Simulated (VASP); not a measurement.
The system is Nb.

```
Nb
1.0
    -1.69658    1.69658    1.69658
     1.69658   -1.69658    1.69658
     1.69658    1.69658   -1.69658
Nb
1
Cartesian
  0.0000 0.0000 0.0000
```

This cell differs from its parent crystal: volume scaled by 1.06.

Base run:

```yaml
Program: VASP 6.6.1
Functional: LDA
Potentials_or_basis: VASP PAW LDA potentials, release 64 (Nb_sv)
Cutoff: 500 eV
k_mesh: 11 × 11 × 11
Occupations: fermi-dirac, width 0.05 eV
Spin: no spin polarisation
```

Its results: pressure -19.4 GPa.

Problem. The run is repeated on the same cell with these changes: occupations from fermi-dirac, width 0.05 eV to methfessel-paxton, width 0.01 eV; hubbard terms from none to Nb d U = 4.0 eV. What comes out?

Solution. Pressure -10.8 GPa.

Caveats: U without spin polarisation on a metal has little footing (some runs); the U is typed as a test and isn't derived for this compound (some runs).
